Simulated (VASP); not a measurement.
# BBr2 (R-3m) in VASP: single point with PBE

Aim: the single point of BBr2 with PBE.

All numbers are computed with VASP 6.6.1; they aren't measurements. Logs are shortened: lines on timing, memory, paths and dates and some standing lists are left out, and cuts for length are marked.

## Step 1: The cell of the first run

Symmetry: R-3m, No. 166, trigonal system. Conventional cell: a = 6.371 Å, b = 6.371 Å, c = 6.779 Å, α = 90.00°, β = 90.00°, γ = 120.00°. B (site symmetry -3m) has 2 Br at 1.90 Å within 2.5 Å. Within 2.5 Å of Br (site symmetry 3m) lie 1 B at 1.90 Å.

## Step 2: Single point, PBE

File INCAR:

```
  PREC = Accurate
  ENCUT = 500
  EDIFF = 1E-6
  ISMEAR = -1
  SIGMA = 0.04
  LREAL = False
  LASPH = True
  NELM = 120
  ALGO = Normal
  ISIF = 2
  LWAVE = False
  LCHARG = False
  GGA = PE
  NBANDS = 16
  GGA_COMPAT = False
```

File KPOINTS:

```
regular mesh
0
Gamma
  2 2 2
```

File POSCAR:

```
BBr2
1.0
    3.1854460400      1.8391181300      2.2596390700
   -3.1854460400      1.8391181300      2.2596390700
    0.0000000000     -3.6782362600      2.2596390700
B Br
1 2
Direct
    0.0000000000      0.0000000000      0.0000000000
    0.7202413000      0.7202413000      0.7202413000
    0.2797587000      0.2797587000      0.2797587000
```

Potentials or basis: VASP PAW PBE potentials, release 64 (B, Br).

Command:

```
> cat potpaw_PBE.64/B/POTCAR potpaw_PBE.64/Br/POTCAR > POTCAR
> mpirun -np 1 vasp_std > vasp.out
```

OUTCAR:

```text
PREC = Accurate
   ENCUT = 500
   EDIFF = 1E-6
   ISMEAR = -1
   LREAL = False
   LASPH = True
   NELM = 120
   ISIF = 2
   GGA = PE

 ion  position               nearest neighbor table
   1  0.000  0.000  0.000-   2 1.90   3 1.90
   2  0.720  0.720  0.720-   1 1.90
   3  0.280  0.280  0.280-   1 1.90

  LATTYP: Found a trigonal (rhomboedric) cell.
 ALAT       =     4.3168727913
 COS(alpha) =    -0.0890103287

  Lattice vectors:

 A1 = (   3.1854460400,   1.8391181300,   2.2596390700)
 A2 = (  -3.1854460400,   1.8391181300,   2.2596390700)
 A3 = (   0.0000000000,  -3.6782362600,   2.2596390700)

Analysis of symmetry for initial positions (statically):
=====================================================================
 Subroutine PRICEL returns:
 Original cell was already a primitive cell.

 Routine SETGRP: Setting up the symmetry group for a
 trigonal (rhombohedral) supercell.

 Subroutine GETGRP returns: Found 12 space group operations
 (whereof 12 operations were pure point group operations)
 out of a pool of 12 trial point group operations.

The static configuration has the point symmetry D_3d.

Analysis of symmetry for dynamics (positions and initial velocities):
=====================================================================
 Subroutine PRICEL returns:
 Original cell was already a primitive cell.

 Routine SETGRP: Setting up the symmetry group for a
 trigonal (rhombohedral) supercell.

 Subroutine GETGRP returns: Found 12 space group operations
 (whereof 12 operations were pure point group operations)
 out of a pool of 12 trial point group operations.

The dynamic configuration has the point symmetry D_3d.

 Subroutine INISYM returns: Found 12 space group operations
 (whereof 12 operations are pure point group operations),
 and found     1 'primitive' translations

----------------------------------------------------------------------------------------

                                     Primitive cell

  volume of cell :      79.4274

  direct lattice vectors                    reciprocal lattice vectors
     3.185446040  1.839118130  2.259639070     0.156963889  0.090623144  0.147516184
    -3.185446040  1.839118130  2.259639070    -0.156963889  0.090623144  0.147516184
     0.000000000 -3.678236260  2.259639070     0.000000000 -0.181246287  0.147516184

  length of vectors
     4.316872791  4.316872791  4.316872793     0.233690482  0.233690482  0.233690482

  position of ions in fractional coordinates (direct lattice)
     0.000000000  0.000000000  0.000000000
     0.720241300  0.720241300  0.720241300
     0.279758700  0.279758700  0.279758700

  ion indices of the primitive-cell ions
   primitive index   ion index
                 1           1
                 2           2
                 3           3

----------------------------------------------------------------------------------------

 KPOINTS: regular mesh

Automatic generation of k-mesh.
 Grid dimensions read from file:
 generate k-points for:    2    2    2

 Generating k-lattice:

  Cartesian coordinates                     Fractional coordinates (reciprocal lattice)
     0.078481945  0.045311572  0.073758092     0.500000000  0.000000000  0.000000000
    -0.078481945  0.045311572  0.073758092     0.000000000  0.500000000  0.000000000
     0.000000000 -0.090623144  0.073758092     0.000000000  0.000000000  0.500000000

  Length of vectors
     0.116845241  0.116845241  0.116845241

  Shift w.r.t. Gamma in fractional coordinates (k-lattice)
     0.000000000  0.000000000  0.000000000

 Subroutine IBZKPT returns following result:
 ===========================================

 Found      4 irreducible k-points:

 Following reciprocal coordinates:
            Coordinates               Weight
  0.000000  0.000000  0.000000      1.000000
  0.500000  0.000000 -0.000000      3.000000
  0.500000  0.500000 -0.000000      3.000000
  0.500000  0.500000  0.500000      1.000000
   k-points           NKPTS =      4   k-points in BZ     NKDIM =      4   number of bands    NBANDS=     16
   number of dos      NEDOS =    301   number of ions     NIONS =      3
   total plane-waves  NPLWV =  32768
   dimension x,y,z NGX =    32 NGY =   32 NGZ =   32
   dimension x,y,z NGXF=    64 NGYF=   64 NGZF=   64
   ions per type =               1   2
   NGX,Y,Z   is equivalent  to a cutoff of  12.32, 12.32, 12.32 a.u.
   NGXF,Y,Z  is equivalent  to a cutoff of  24.65, 24.65, 24.65 a.u.
 SYSTEM =  unknown system
   PREC   = accura    normal or accurate (medium, high low for compatibility)
   ISTART =      0    job   : 0-new  1-cont  2-samecut
   ICHARG =      2    charge: 1-file 2-atom 10-const
   ISPIN  =      1    spin polarized calculation?
   LNONCOLLINEAR =      F non collinear calculations
   LSORBIT =      F    spin-orbit coupling
   LASPH  =      T    aspherical Exc in radial PAW
   ENCUT  =  500.0 eV  36.75 Ry    6.06 a.u.   7.87  7.87  7.87*2*pi/ulx,y,z
   NELM   =    120;   NELMIN=  2; NELMDL= -5     # of ELM steps
   EDIFF  = 0.1E-05   stopping-criterion for ELM
   LREAL  =      F    real-space projection
   EDIFFG = 0.1E-04   stopping-criterion for IOM
   NSW    =      0    number of steps for IOM
   IBRION =     -1    ionic relax: 0-MD 1-quasi-New 2-CG
   NFREE  =      0    steps in history (QN), initial steepest desc. (CG)
   ISIF   =      2    stress and relaxation
   ISYM   =      2    0-nonsym 1-usesym 2-fastsym
   POTIM  = 0.5000    time-step for ionic-motion
   TEBEG  =    0.0;   TEEND  =   0.0 temperature during run
   PSTRESS=    0.0 pullay stress
   NELECT =      17.0000    total number of electrons
   NUPDOWN=      -1.0000    fix difference up-down
   EMIN   =  10.00;   EMAX   =-10.00  energy-range for DOS
   EFERMI =   0.00;   METHOD = LEGACY
   ISMEAR =    -1;   SIGMA  =   0.04  broadening in eV -4-tet -1-fermi 0-gaus
   EFERMI_NEDOS =   21; number of points for ismear=-14 and -15
   IALGO  =     38    algorithm
   IMIX   =      4    mixing-type and parameters
     AMIX     =   0.40;   BMIX     =  1.00
     AMIX_MAG =   1.60;   BMIX_MAG =  1.00
  volume/ion in A,a.u.               =      26.48       178.67
  Fermi-wavevector in a.u.,A,eV,Ry     =   0.979267  1.850546 13.047492  0.958964
  Thomas-Fermi vector in A             =   2.110107
   LORBIT       =      0    0 simple, 1 ext, 2 COOP (PROOUT), +10 PAW based schemes
   GGA     = PE    functional components
   LHFCALC =     F    Hartree Fock is set to
   AEXX    =    0.0000 exact exchange contribution
   IVDW    =     0    specifies the selected vdW correction
   LEPSILON=     F    determine dielectric tensor
   LRPA    =     F    only Hartree local field effects (RPA)
 non-spin polarized calculation
  energy-cutoff  :      500.00
  volume of cell :       79.43
 maximum number of plane-waves:      2072
 NGX is ok and might be reduce to    32
   NGX = 15   NGY = 15   NGZ = 15

 number of electron      16.9999993 magnetization

 Free energy of the ion-electron system (eV)
  ---------------------------------------------------
  ext. energy  EPLUGINS =         0.00000000
  ---------------------------------------------------
  free energy    TOTEN  =        -8.01460295 eV

  energy without entropy =       -7.98709851  energy(sigma->0) =       -8.00085073

 E-fermi :   2.7359     XC(G=0):  -8.2426

 val. band max:        2.7252346316   @ k =   0.5000   0.5000  -0.0000
 cond. band min:       2.7704791461   @ k =   0.0000   0.0000   0.0000
 fundamental gap:      0.0452445146
 Fermi energy:         2.7358662129

 k-point     1 :       0.0000    0.0000    0.0000
  band No.  band energies     occupation
      1     -15.2858      2.00000
      2     -14.2636      2.00000
      3      -6.3396      2.00000
      4      -3.1680      2.00000
      5      -1.9311      2.00000
      6      -1.9311      2.00000
[... 8 lines left out ...]
     15      10.8997      0.00000
     16      10.8997      0.00000

 k-point     2 :       0.5000    0.0000   -0.0000
  band No.  band energies     occupation
      1     -14.8613      2.00000
      2     -14.6535      2.00000
      3      -5.1729      2.00000
      4      -5.1529      2.00000
      5      -2.4693      2.00000
      6      -2.2194      2.00000
[... 8 lines left out ...]
     15       9.3196      0.00000
     16       9.8945      0.00000

 k-point     3 :       0.5000    0.5000   -0.0000
  band No.  band energies     occupation
      1     -14.9055      2.00000
      2     -14.4478      2.00000
      3      -6.6885      2.00000
      4      -3.8504      2.00000
      5      -3.3165      2.00000
      6      -1.8996      2.00000
[... 8 lines left out ...]
     15      11.3035      0.00000
     16      12.0856      0.00000

 k-point     4 :       0.5000    0.5000    0.5000
  band No.  band energies     occupation
      1     -14.7232      2.00000
      2     -14.5403      2.00000
      3      -5.5053      2.00000
      4      -5.3126      2.00000
      5      -2.7062      2.00000
      6      -2.7062      2.00000
[... 8 lines left out ...]
     15      11.0130      0.00000
     16      11.0130      0.00000

------------------------ aborting loop because EDIFF is reached ----------------------------------------

  FORCE on cell =-STRESS in cart. coord.  units (eV):
  Direction    XX          YY          ZZ          XY          YZ          ZX
  --------------------------------------------------------------------------------------
  -------------------------------------------------------------------------------------
  Total        0.5416336      0.5416336     -3.9376644      0.0000000     -0.0000000      0.0000000
  in kB       10.9256172     10.9256172    -79.4289974      0.0000000     -0.0000000      0.0000000
  external PRESSURE =     -19.1925876 kB  Pullay stress =       0.0000000 kB

 VOLUME and BASIS-vectors are now :
 -----------------------------------------------------------------------------
  energy-cutoff  :      500.00
  volume of cell :       79.43
      direct lattice vectors                 reciprocal lattice vectors
     3.185446040  1.839118130  2.259639070     0.156963889  0.090623144  0.147516184
    -3.185446040  1.839118130  2.259639070    -0.156963889  0.090623144  0.147516184
     0.000000000 -3.678236260  2.259639070     0.000000000 -0.181246287  0.147516184

 POSITION                                       TOTAL-FORCE (eV/Angst)
 -----------------------------------------------------------------------------------
      0.00000      0.00000      0.00000         0.000000      0.000000      0.000000
      0.00000      0.00000      4.88246         0.000000      0.000000      1.861264
      0.00000      0.00000      1.89646         0.000000     -0.000000     -1.861264
 -----------------------------------------------------------------------------------
    total drift:                               -0.000000     -0.000000      0.000000

  FREE ENERGIE OF THE ION-ELECTRON SYSTEM (eV)
  ---------------------------------------------------
  free  energy   TOTEN  =        -8.0146029462 eV

  energy  without entropy=       -7.9870985073  energy(sigma->0) =       -8.00085073
```

It took 7 s on 1 thread of Intel Xeon Platinum 8259CL at 2.50GHz (Skylake/Cascade Lake), shared host; peak memory 0.17 GiB.

What came out:

```yaml
Free_energy: -8.0146 eV
Pressure: -1.9 GPa
Largest_force: 1.861 eV/Å
```

Forces in eV/Å, atoms in the order of the input:
```
B    0.000  0.000  0.000
Br   0.000  0.000  1.861
Br   0.000  0.000 -1.861
```

Stress tensor (GPa, compression positive):
```
 1.09  0.00  0.00
 0.00  1.09  0.00
 0.00  0.00 -7.94
```

Caveat: the k points lie up to 0.73 Å⁻¹ apart; an odd number of electrons without spin polarisation forces a metal; a magnetic or distorted state may lie lower.
